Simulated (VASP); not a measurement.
# MnSb (P6_3/mmc) in VASP: notebook

MnSb is run at these levels: LDA; tasks: single point.

All numbers are computed with VASP 6.6.1; they aren't measurements. Logs are shortened: lines on timing, memory, paths and dates and some standing lists are left out, and cuts for length are marked.

## (1) The cell of the first run

The structure is hexagonal, space group P6_3/mmc (No. 194). The conventional cell has a = 4.122 Å, b = 4.122 Å, c = 5.741 Å, α = 90.00°, β = 90.00°, γ = 120.00°. Within 3.8 Å of Sb (site symmetry -6m2) lie 6 Mn at 2.78 Å and 6 Sb at 3.73 Å. Within 3.7 Å of Mn (site symmetry -3m) lie 6 Sb at 2.78 Å and 2 Mn at 2.87 Å.

## (2) Single point, LDA, collinear spin, ferromagnetic start

File INCAR:

```
PREC     = Accurate       # precision mode
ENCUT    = 680            # plane-wave cutoff, eV
EDIFF    = 1E-6           # SCF threshold, eV
ISMEAR   = -1             # smearing method
SIGMA    = 0.05           # smearing width, eV
LREAL    = F              # projectors in reciprocal space
LASPH    = T              # aspherical terms in the spheres
NELM     = 200            # most SCF steps
ALGO     = Normal         # electronic algorithm
ISIF     = 2              # what is computed and relaxed
LWAVE    = F              # write WAVECAR
LCHARG   = F              # write CHGCAR
ISPIN    = 2              # spin polarisation
MAGMOM   = 0 0 4 4        # initial moments
LORBIT   = 11             # projections on sites
LMAXMIX  = 4              # l up to which the mixer works
GGA      = CA             # functional
NBANDS   = 42             # bands
GGA_COMPAT= F
```

File KPOINTS:

```
regular mesh
0
Gamma
  7 7 5
```

File POSCAR:

```
MnSb
1.0
    4.1221468118      0.0000000000      0.0000000000
   -2.0610734059      3.5698838571      0.0000000000
    0.0000000000      0.0000000000      5.7412068848
Sb Mn
2 2
Direct
    0.6666666667      0.3333333333      0.7500000000
    0.3333333333      0.6666666667      0.2500000000
    0.0000000000      0.0000000000      0.5000000000
    0.0000000000      0.0000000000      0.0000000000
```

Potentials or basis: VASP PAW LDA potentials, release 64 (Sb_d_GW, Mn_sv).

Run with:

```
$ cat potpaw_LDA.64/Sb_d_GW/POTCAR potpaw_LDA.64/Mn_sv/POTCAR > POTCAR
$ mpirun -np 1 vasp_std > vasp.out
```

OUTCAR:

```text
PREC = Accurate
   ENCUT = 680
   EDIFF = 1E-6
   ISMEAR = -1
   LREAL = F
   LASPH = T
   NELM = 200
   ISIF = 2
   ISPIN = 2
   LORBIT = 11
   GGA = CA

 ion  position               nearest neighbor table
   1  0.667  0.333  0.750-   3 2.78   4 2.78   3 2.78   4 2.78   3 2.78   4 2.78
   2  0.333  0.667  0.250-   3 2.78   4 2.78   3 2.78   4 2.78   3 2.78   4 2.78
   3  0.000  0.000  0.500-   1 2.78   2 2.78   2 2.78   1 2.78   1 2.78   2 2.78
   4  0.000  0.000  0.000-   1 2.78   2 2.78   2 2.78   1 2.78   1 2.78   2 2.78

  LATTYP: Found a hexagonal cell.
 ALAT       =     4.1221468118
 C/A-ratio  =     1.3927710843

  Lattice vectors:

 A1 = (   4.1221468118,   0.0000000000,   0.0000000000)
 A2 = (  -2.0610734059,   3.5698838571,   0.0000000000)
 A3 = (   0.0000000000,   0.0000000000,   5.7412068848)

Analysis of symmetry for initial positions (statically):
=====================================================================
 Subroutine PRICEL returns:
 Original cell was already a primitive cell.

 Routine SETGRP: Setting up the symmetry group for a
 hexagonal supercell.

 Subroutine GETGRP returns: Found 24 space group operations
 (whereof 12 operations were pure point group operations)
 out of a pool of 24 trial point group operations.

The static configuration has the point symmetry D_3d.
 The point group associated with its full space group is D_6h.

Analysis of symmetry for dynamics (positions and initial velocities):
=====================================================================
 Subroutine PRICEL returns:
 Original cell was already a primitive cell.

 Routine SETGRP: Setting up the symmetry group for a
 hexagonal supercell.

 Subroutine GETGRP returns: Found 24 space group operations
 (whereof 12 operations were pure point group operations)
 out of a pool of 24 trial point group operations.

The dynamic configuration has the point symmetry D_3d.
 The point group associated with its full space group is D_6h.

Analysis of structural, dynamic, and magnetic symmetry:
=====================================================================
 Subroutine PRICEL returns:
 Original cell was already a primitive cell.

 Routine SETGRP: Setting up the symmetry group for a
 hexagonal supercell.

 Subroutine GETGRP returns: Found 24 space group operations
 (whereof 12 operations were pure point group operations)
 out of a pool of 24 trial point group operations.

The overall configuration has the point symmetry D_3d.
 The point group associated with its full space group is D_6h.

 Subroutine INISYM returns: Found 24 space group operations
 (whereof 12 operations are pure point group operations),
 and found     1 'primitive' translations

----------------------------------------------------------------------------------------

                                     Primitive cell

  volume of cell :      84.4852

  direct lattice vectors                    reciprocal lattice vectors
     4.122146812  0.000000000  0.000000000     0.242592039  0.140060579  0.000000000
    -2.061073406  3.569883857  0.000000000     0.000000000  0.280121158  0.000000000
     0.000000000  0.000000000  5.741206885     0.000000000  0.000000000  0.174179405

  length of vectors
     4.122146812  4.122146812  5.741206885     0.280121158  0.280121158  0.174179405

  position of ions in fractional coordinates (direct lattice)
     0.666666667  0.333333333  0.750000000
     0.333333333  0.666666667  0.250000000
     0.000000000  0.000000000  0.500000000
     0.000000000  0.000000000  0.000000000

  ion indices of the primitive-cell ions
   primitive index   ion index
                 1           1
                 2           2
                 3           3
                 4           4

----------------------------------------------------------------------------------------

 KPOINTS: regular mesh

Automatic generation of k-mesh.
 Grid dimensions read from file:
 generate k-points for:    7    7    5

 Generating k-lattice:

  Cartesian coordinates                     Fractional coordinates (reciprocal lattice)
     0.034656006  0.020008654  0.000000000     0.142857143  0.000000000  0.000000000
     0.000000000  0.040017308  0.000000000     0.000000000  0.142857143  0.000000000
     0.000000000  0.000000000  0.034835881     0.000000000  0.000000000  0.200000000

  Length of vectors
     0.040017308  0.040017308  0.034835881

  Shift w.r.t. Gamma in fractional coordinates (k-lattice)
     0.000000000  0.000000000  0.000000000

 Subroutine IBZKPT returns following result:
 ===========================================

 Found     24 irreducible k-points:

 Following reciprocal coordinates:
            Coordinates               Weight
  0.000000  0.000000  0.000000      1.000000
  0.142857 -0.000000  0.000000      6.000000
  0.285714 -0.000000  0.000000      6.000000
  0.428571 -0.000000  0.000000      6.000000
  0.142857  0.142857  0.000000      6.000000
  0.285714  0.142857  0.000000     12.000000
[... 16 lines left out ...]
  0.428571  0.142857  0.400000     12.000000
  0.285714  0.285714  0.400000     12.000000
   k-points           NKPTS =     24   k-points in BZ     NKDIM =     24   number of bands    NBANDS=     42
   number of dos      NEDOS =    301   number of ions     NIONS =      4
   total plane-waves  NPLWV =  64800
   dimension x,y,z NGX =    36 NGY =   36 NGZ =   50
   dimension x,y,z NGXF=    72 NGYF=   72 NGZF=  100
   ions per type =               2   2
   NGX,Y,Z   is equivalent  to a cutoff of  14.52, 14.52, 14.48 a.u.
   NGXF,Y,Z  is equivalent  to a cutoff of  29.04, 29.04, 28.96 a.u.
 SYSTEM =  unknown system
   PREC   = accura    normal or accurate (medium, high low for compatibility)
   ISTART =      0    job   : 0-new  1-cont  2-samecut
   ICHARG =      2    charge: 1-file 2-atom 10-const
   ISPIN  =      2    spin polarized calculation?
   LNONCOLLINEAR =      F non collinear calculations
   LSORBIT =      F    spin-orbit coupling
   LASPH  =      T    aspherical Exc in radial PAW
   ENCUT  =  680.0 eV  49.98 Ry    7.07 a.u.   8.76  8.76 12.21*2*pi/ulx,y,z
   NELM   =    200;   NELMIN=  2; NELMDL= -5     # of ELM steps
   EDIFF  = 0.1E-05   stopping-criterion for ELM
   LREAL  =      F    real-space projection
   EDIFFG = 0.1E-04   stopping-criterion for IOM
   NSW    =      0    number of steps for IOM
   IBRION =     -1    ionic relax: 0-MD 1-quasi-New 2-CG
   NFREE  =      0    steps in history (QN), initial steepest desc. (CG)
   ISIF   =      2    stress and relaxation
   ISYM   =      2    0-nonsym 1-usesym 2-fastsym
   POTIM  = 0.5000    time-step for ionic-motion
   TEBEG  =    0.0;   TEEND  =   0.0 temperature during run
   PSTRESS=    0.0 pullay stress
   NELECT =      60.0000    total number of electrons
   NUPDOWN=      -1.0000    fix difference up-down
   EMIN   =  10.00;   EMAX   =-10.00  energy-range for DOS
   EFERMI =   0.00;   METHOD = LEGACY
   ISMEAR =    -1;   SIGMA  =   0.05  broadening in eV -4-tet -1-fermi 0-gaus
   EFERMI_NEDOS =   21; number of points for ismear=-14 and -15
   IALGO  =     38    algorithm
   IMIX   =      4    mixing-type and parameters
     AMIX     =   0.40;   BMIX     =  1.00
     AMIX_MAG =   1.60;   BMIX_MAG =  1.00
  volume/ion in A,a.u.               =      21.12       142.53
  Fermi-wavevector in a.u.,A,eV,Ry     =   1.460601  2.760136 29.026071  2.133356
  Thomas-Fermi vector in A             =   2.577032
   LORBIT       =     11    0 simple, 1 ext, 2 COOP (PROOUT), +10 PAW based schemes
   GGA     = CA    functional components
   LHFCALC =     F    Hartree Fock is set to
   AEXX    =    0.0000 exact exchange contribution
   IVDW    =     0    specifies the selected vdW correction
   LEPSILON=     F    determine dielectric tensor
   LRPA    =     F    only Hartree local field effects (RPA)
 spin polarized calculation
  energy-cutoff  :      680.00
  volume of cell :       84.49
 maximum number of plane-waves:      3416
 NGX is ok and might be reduce to    36
   NGX = 17   NGY = 17   NGZ = 25

 number of electron      59.9999979 magnetization       6.2692817

 Free energy of the ion-electron system (eV)
  ---------------------------------------------------
  ext. energy  EPLUGINS =         0.00000000
  ---------------------------------------------------
  free energy    TOTEN  =       -28.95808382 eV

  energy without entropy =      -28.93507661  energy(sigma->0) =      -28.94658021

 E-fermi :   7.0712     XC(G=0): -11.2866

 val. band max:        7.0517668124   @ k =   0.4286   0.1429   0.4000
 cond. band min:       7.0726571860   @ k =   0.1429  -0.0000   0.4000
 fundamental gap:      0.0208903737
 Fermi energy:         7.0712198243

 spin component 1

 k-point     1 :       0.0000    0.0000    0.0000
  band No.  band energies     occupation
      1     -72.7463      1.00000
      2     -72.7382      1.00000
      3     -42.0677      1.00000
      4     -42.0677      1.00000
      5     -42.0589      1.00000
      6     -42.0589      1.00000
[... 1069 lines left out ...]
     41      14.7744      0.00000
     42      15.4543      0.00000
 Fermi energy:         7.0712198243

 spin component 2

 k-point     1 :       0.0000    0.0000    0.0000
  band No.  band energies     occupation
      1     -69.6085      1.00000
      2     -69.5993      1.00000
      3     -38.9767      1.00000
      4     -38.9767      1.00000
      5     -38.9662      1.00000
      6     -38.9662      1.00000
[... 1069 lines left out ...]
     41      15.2521      0.00000
     42      15.9088      0.00000

------------------------ aborting loop because EDIFF is reached ----------------------------------------

  FORCE on cell =-STRESS in cart. coord.  units (eV):
  Direction    XX          YY          ZZ          XY          YZ          ZX
  --------------------------------------------------------------------------------------
  -------------------------------------------------------------------------------------
  Total       -5.4570525     -5.4570525     -6.1354038      0.0000000      0.0000000      0.0000000
  in kB     -103.4875199   -103.4875199   -116.3517706      0.0000000      0.0000000      0.0000000
  external PRESSURE =    -107.7756034 kB  Pullay stress =       0.0000000 kB

 VOLUME and BASIS-vectors are now :
 -----------------------------------------------------------------------------
  energy-cutoff  :      680.00
  volume of cell :       84.49
      direct lattice vectors                 reciprocal lattice vectors
     4.122146812  0.000000000  0.000000000     0.242592039  0.140060579  0.000000000
    -2.061073406  3.569883857  0.000000000     0.000000000  0.280121158  0.000000000
     0.000000000  0.000000000  5.741206885     0.000000000  0.000000000  0.174179405

 POSITION                                       TOTAL-FORCE (eV/Angst)
 -----------------------------------------------------------------------------------
      2.06107      1.18996      4.30591         0.000000     -0.000000      0.000000
     -0.00000      2.37992      1.43530        -0.000000      0.000000      0.000000
      0.00000      0.00000      2.87060        -0.000000      0.000000      0.000000
      0.00000      0.00000      0.00000         0.000000      0.000000      0.000000
 -----------------------------------------------------------------------------------
    total drift:                               -0.000000      0.000000     -0.000000

  FREE ENERGIE OF THE ION-ELECTRON SYSTEM (eV)
  ---------------------------------------------------
  free  energy   TOTEN  =       -28.9580838166 eV

  energy  without entropy=      -28.9350766120  energy(sigma->0) =      -28.94658021

 total charge

# of ion       s       p       d       f       tot
--------------------------------------------------
    1        1.253   1.495  10.014   0.014  12.777
    2        1.253   1.495  10.014   0.014  12.777
    3        2.164   6.019   4.729   0.000  12.912
    4        2.164   6.019   4.729   0.000  12.912
--------------------------------------------------
tot          6.834  15.028  29.486   0.028  51.377

 magnetization (x)

# of ion       s       p       d       f       tot
--------------------------------------------------
    1        0.011  -0.136   0.013   0.005  -0.107
    2        0.011  -0.136   0.013   0.005  -0.107
    3        0.020   0.011   2.955   0.000   2.986
    4        0.020   0.011   2.955   0.000   2.986
--------------------------------------------------
tot          0.063  -0.252   5.936   0.010   5.758
```

It took 4.8 min on 1 thread of Intel Xeon Platinum 8259CL at 2.50GHz (Skylake/Cascade Lake), shared host; peak memory 0.34 GiB.

Results:

```yaml
Free_energy: -28.9581 eV
Pressure: -10.8 GPa
Net_moment: 6.27 μB per cell
Site_moments: Sb -0.11; Mn +2.99 μB
Valence_electrons_inside_the_program's_atomic_spheres: Sb 12.78; Mn 12.91
```

Levels at points of the mesh, in eV from the Fermi level:
Spin up:
```csv
k point,band 30,band 31,band 32,band 33,band 34,band 35,band 36,band 37
"(0.00, 0.00, 0.00)",-1.51,-0.15,0.52,0.52,2.44,2.44,2.61,3.10
```
Spin down:
```
           k point  band 23  band 24  band 25  band 26  band 27  band 28  band 29  band 30  band 31  band 32
(0.00, 0.00, 0.00)    -2.47    -0.98    -0.24    -0.24     0.13     0.13     0.68     0.68     1.19     1.19
```

Caveat: the cell stands under tension; spin-orbit coupling is left out, which moves the levels of the heavy elements; the run started ferromagnetic, and an antiferromagnetic order may lie lower in energy.

## (3) Single point, LDA, collinear spin, ferromagnetic start

This run uses another cell than the first one, of 21.98 Å³/atom.

File INCAR:

```
SYSTEM = MnSb
ALGO = Normal
EDIFF = 1E-7
ENCUT = 520
GGA = CA
ISIF = 2
ISMEAR = -1
ISPIN = 2
LASPH = .TRUE.
LCHARG = .FALSE.
LMAXMIX = 4
LORBIT = 11
LREAL = .FALSE.
LWAVE = .FALSE.
MAGMOM = 0 0 4 4
NBANDS = 30
NELM = 150
PREC = Accurate
SIGMA = 0.05
```

File KPOINTS:

```
k-points
0
G
  7 7 5
  0 0 0
```

File POSCAR:

```
MnSb
1.0
    4.1774842447      0.0000000000      0.0000000000
   -2.0887421223      3.6178074798      0.0000000000
    0.0000000000      0.0000000000      5.8182792613
Sb Mn
2 2
Direct
    0.6666666667      0.3333333333      0.7500000000
    0.3333333333      0.6666666667      0.2500000000
    0.0000000000      0.0000000000      0.5000000000
    0.0000000000      0.0000000000      0.0000000000
```

Potentials or basis: VASP PAW LDA potentials, release 64 (Sb, Mn_pv).

Run with:

```
$ cat potpaw_LDA.64/Sb/POTCAR potpaw_LDA.64/Mn_pv/POTCAR > POTCAR
$ mpirun -np 1 vasp_std > vasp.out
```

It took 2.1 min on 1 thread of Intel Xeon 8259CL, shared host; peak memory 0.25 GiB.

It converged, with:

```yaml
Free_energy: -28.6235 eV
Pressure: -11.8 GPa
Net_moment: 6.49 μB per cell
Site_moments: Sb -0.10; Mn +3.25 μB
Valence_electrons_inside_the_program's_atomic_spheres: Sb 2.44; Mn 11.52
```

Stress tensor (GPa, compression positive):
```
-11.43   0.00   0.00
  0.00 -11.43   0.00
  0.00   0.00 -12.60
```

Levels at points of the mesh, in eV from the Fermi level:
Spin up:
| k point | band 19 | band 20 | band 21 | band 22 | band 23 | band 24 |
| --- | --- | --- | --- | --- | --- | --- |
| (0.00, 0.00, 0.00) | -0.31 | 0.48 | 0.48 | 2.26 | 2.26 | 2.48 |
Spin down:
```tsv
k point	band 11	band 12	band 13	band 14	band 15	band 16	band 17	band 18	band 19	band 20
(0.00, 0.00, 0.00)	-2.34	-0.87	-0.15	-0.15	0.20	0.20	0.63	0.63	1.20	1.20
```

Caveat: the cell stands under tension; spin-orbit coupling is left out, which moves the levels of the heavy elements; the run started ferromagnetic, and an antiferromagnetic order may lie lower in energy.
